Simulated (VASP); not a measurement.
# SnSe in VASP: further runs, part 2 of 2

VASP 6.6.1.

## Step 4: Single point, r2SCAN

Input file POSCAR:

```
SnSe
1.0
    4.2853270000      0.0000000000      0.0000000000
    0.0000000000      4.2853270000      0.0000000000
    0.0000000000      0.0000000000     10.9906920000
Sn Se
2 2
Direct
    0.5000000000      0.0000000000      0.3722290000
    1.0000000000      0.5000000000      0.6277710000
    0.5000000000      0.0000000000      0.6160390000
    1.0000000000      0.5000000000      0.3839610000
```

Input file INCAR.step1:

```
SYSTEM = SnSe
PREC = Accurate
ENCUT = 520
ISMEAR = 0
SIGMA = 0.1
LREAL = .FALSE.
LASPH = .TRUE.
NELM = 80
NBANDS = 28
GGA = PE
ALGO = Normal
EDIFF = 1E-4
LWAVE = .TRUE.
LCHARG = .FALSE.
```

Input file INCAR.step2:

```
SYSTEM = SnSe
PREC = Accurate
ENCUT = 520
EDIFF = 1E-7
ISMEAR = 0
SIGMA = 0.1
LREAL = .FALSE.
LASPH = .TRUE.
NELM = 80
ALGO = Normal
ISIF = 2
LWAVE = .FALSE.
LCHARG = .FALSE.
METAGGA = R2SCAN
LMIXTAU = .TRUE.
NBANDS = 28
ISTART = 1
```

Input file KPOINTS:

```
Automatic mesh
0
G
  6 6 2
  0 0 0
```

Potentials or basis: VASP PAW PBE potentials, release 64 (Sn_d, Se).

On the command line:

```sh
> cat potpaw_PBE.64/Sn_d/POTCAR potpaw_PBE.64/Se/POTCAR > POTCAR
> cp INCAR.step1 INCAR
> mpirun -np 1 vasp_std > vasp.out
> cp INCAR.step2 INCAR
> mpirun -np 1 vasp_std > vasp.out
```

OUTCAR:

```text
SYSTEM = SnSe
   PREC = Accurate
   ENCUT = 520
   EDIFF = 1E-7
   ISMEAR = 0
   LREAL = .FALSE.
   LASPH = .TRUE.
   NELM = 80
   ISIF = 2
   METAGGA = R2SCAN
   ISTART = 1

 ion  position               nearest neighbor table
   1  0.500  0.000  0.372-   3 2.68   4 3.03   4 3.03   4 3.03   4 3.03
   2  0.000  0.500  0.628-   4 2.68   3 3.03   3 3.03   3 3.03   3 3.03
   3  0.500  0.000  0.616-   1 2.68   2 3.03   2 3.03   2 3.03   2 3.03
   4  0.000  0.500  0.384-   2 2.68   1 3.03   1 3.03   1 3.03   1 3.03

  LATTYP: Found a simple tetragonal cell.
 ALAT       =     4.2853270000
 C/A-ratio  =     2.5647265658

  Lattice vectors:

 A1 = (   4.2853270000,   0.0000000000,   0.0000000000)
 A2 = (   0.0000000000,   4.2853270000,   0.0000000000)
 A3 = (   0.0000000000,   0.0000000000,  10.9906920000)

Analysis of symmetry for initial positions (statically):
=====================================================================
 Subroutine PRICEL returns:
 Original cell was already a primitive cell.

 Routine SETGRP: Setting up the symmetry group for a
 simple tetragonal supercell.

 Subroutine GETGRP returns: Found 16 space group operations
 (whereof  8 operations were pure point group operations)
 out of a pool of 16 trial point group operations.

The static configuration has the point symmetry D_2d.
 The point group associated with its full space group is D_4h.

Analysis of symmetry for dynamics (positions and initial velocities):
=====================================================================
 Subroutine PRICEL returns:
 Original cell was already a primitive cell.

 Routine SETGRP: Setting up the symmetry group for a
 simple tetragonal supercell.

 Subroutine GETGRP returns: Found 16 space group operations
 (whereof  8 operations were pure point group operations)
 out of a pool of 16 trial point group operations.

The dynamic configuration has the point symmetry D_2d.
 The point group associated with its full space group is D_4h.

 Subroutine INISYM returns: Found 16 space group operations
[... 116 lines left out ...]
     AMIX_MAG =   1.60;   BMIX_MAG =  1.00
  volume/ion in A,a.u.               =      50.46       340.51
  Fermi-wavevector in a.u.,A,eV,Ry     =   0.954473  1.803693 12.395173  0.911020
  Thomas-Fermi vector in A             =   2.083223
   LORBIT       =      0    0 simple, 1 ext, 2 COOP (PROOUT), +10 PAW based schemes
   METAGGA = R2SCAN    functional components
   LHFCALC =     F    Hartree Fock is set to
   AEXX    =    0.0000 exact exchange contribution
   IVDW    =     0    specifies the selected vdW correction
   LEPSILON=     F    determine dielectric tensor
   LRPA    =     F    only Hartree local field effects (RPA)
 non-spin polarized calculation
 Gauss-broadening in eV      SIGMA  =   0.10
  energy-cutoff  :      520.00
  volume of cell :      201.83
 maximum number of plane-waves:      5480
 NGX is ok and might be reduce to    32
   NGX = 15   NGY = 15   NGZ = 41

 number of electron      40.0000021 magnetization

 Free energy of the ion-electron system (eV)
  ---------------------------------------------------
  ext. energy  EPLUGINS =         0.00000000
  ---------------------------------------------------
  free energy    TOTEN  =       -79.57215887 eV

  energy without entropy =      -79.57215887  energy(sigma->0) =      -79.57215887

 E-fermi :   0.9152     XC(G=0):  -6.2084

 val. band max:        0.4571012998   @ k =   0.3333   0.0000   0.5000
 cond. band min:       2.2285057834   @ k =   0.3333   0.0000   0.5000
 fundamental gap:      1.7714044836
 Fermi energy:         0.9151863308

 k-point     1 :       0.0000    0.0000    0.0000
  band No.  band energies     occupation
      1     -21.3182      2.00000
      2     -21.3137      2.00000
      3     -21.3128      2.00000
      4     -21.3066      2.00000
      5     -21.2927      2.00000
      6     -21.2606      2.00000
[... 609 lines left out ...]
     27       7.4474      0.00000
     28       7.4474      0.00000

------------------------ aborting loop because EDIFF is reached ----------------------------------------

  FORCE on cell =-STRESS in cart. coord.  units (eV):
  Direction    XX          YY          ZZ          XY          YZ          ZX
  --------------------------------------------------------------------------------------
  -------------------------------------------------------------------------------------
  Total        0.0342659      0.0342659      0.0050510      0.0000000      0.0000000      0.0000000
  in kB        0.2720065      0.2720065      0.0400953      0.0000000      0.0000000      0.0000000
  external PRESSURE =       0.1947027 kB  Pullay stress =       0.0000000 kB

 VOLUME and BASIS-vectors are now :
 -----------------------------------------------------------------------------
  energy-cutoff  :      520.00
  volume of cell :      201.83
      direct lattice vectors                 reciprocal lattice vectors
     4.285327000  0.000000000  0.000000000     0.233354421  0.000000000  0.000000000
     0.000000000  4.285327000  0.000000000     0.000000000  0.233354421  0.000000000
     0.000000000  0.000000000 10.990692000     0.000000000  0.000000000  0.090986082

 POSITION                                       TOTAL-FORCE (eV/Angst)
 -----------------------------------------------------------------------------------
      2.14266      0.00000      4.09105         0.000000     -0.000000     -0.016435
      0.00000      2.14266      6.89964        -0.000000     -0.000000      0.016435
      2.14266      0.00000      6.77069        -0.000000     -0.000000     -0.000238
      0.00000      2.14266      4.22000        -0.000000      0.000000      0.000238
 -----------------------------------------------------------------------------------
    total drift:                                0.000000      0.000000     -0.000000

  FREE ENERGIE OF THE ION-ELECTRON SYSTEM (eV)
  ---------------------------------------------------
  free  energy   TOTEN  =       -79.5721588691 eV

  energy  without entropy=      -79.5721588691  energy(sigma->0) =      -79.57215887
```

OSZICAR.step1:

```text
N       E                     dE             d eps       ncg     rms          rms(c)
DAV:   1     0.344900365802E+03    0.34490E+03   -0.18663E+04  1196   0.147E+03
DAV:   2     0.301218494347E+02   -0.31478E+03   -0.30583E+03  1204   0.363E+02
DAV:   3    -0.146522227928E+02   -0.44774E+02   -0.44130E+02  1420   0.144E+02
DAV:   4    -0.167096411310E+02   -0.20574E+01   -0.20492E+01  1340   0.328E+01
DAV:   5    -0.167665218448E+02   -0.56881E-01   -0.56866E-01  1532   0.573E+00    0.456E+00
DAV:   6    -0.162856473077E+02    0.48087E+00   -0.10771E+00  1520   0.524E+00    0.282E+00
DAV:   7    -0.162630939809E+02    0.22553E-01   -0.31633E-01  1352   0.220E+00    0.122E+00
DAV:   8    -0.162525631901E+02    0.10531E-01   -0.33344E-02  1308   0.120E+00    0.250E-01
DAV:   9    -0.162485289065E+02    0.40343E-02   -0.61182E-03  1336   0.466E-01    0.125E-01
DAV:  10    -0.162469171610E+02    0.16117E-02   -0.28480E-03  1060   0.200E-01    0.478E-02
DAV:  11    -0.162475192028E+02   -0.60204E-03   -0.14294E-03  1020   0.153E-01    0.598E-02
DAV:  12    -0.162487319485E+02   -0.12127E-02   -0.46247E-04   948   0.113E-01    0.150E-02
DAV:  13    -0.162488439714E+02   -0.11202E-03   -0.61432E-05   856   0.544E-02    0.124E-02
DAV:  14    -0.162488487119E+02   -0.47406E-05   -0.18661E-05   852   0.356E-02
   1 F= -.16248849E+02 E0= -.16248849E+02  d E =-.722592E-14
```

Run time: 4.4 min. Hardware: 1 thread of Intel Xeon Platinum 8488C (Sapphire Rapids), shared host; peak memory 0.37 GiB.

Results:

```yaml
Free_energy: -79.5722 eV
Largest_force: 0.016 eV/Å
Band_gap_on_the_k_mesh: 1.77 eV, direct
```

Forces on the atoms (eV/Å):
```
Sn   0.000  0.000 -0.016
Sn   0.000  0.000  0.016
Se   0.000  0.000  0.000
Se   0.000  0.000  0.000
```

Caveat: the PAW data sets were made with another functional, which shifts forces and pressure a little; spin-orbit coupling is left out, which moves the levels of the heavy elements.

## Step 5: Overview

```csv
level,potentials or basis,gap on the mesh (eV),largest force (eV/Å)
LDA,"VASP PAW LDA potentials, release 64 (Sn_d, Se)",1.45,0.22
PBEsol,"VASP PAW PBE potentials, release 64 (Sn_d, Se)",1.46,0.09
r2SCAN,"VASP PAW PBE potentials, release 64 (Sn_d, Se)",1.77,0.02
```

Alike in all rows: task single point; no spin polarisation; cell as given; k mesh 6 × 6 × 2; cutoff (eV) 520; smearing gaussian 0.1 eV.

Caveats: spin-orbit coupling is left out, which moves the levels of the heavy elements; the PAW data sets were made with another functional, which shifts forces and pressure a little (some runs).

Absolute energies hang on the potentials; compare differences alone.
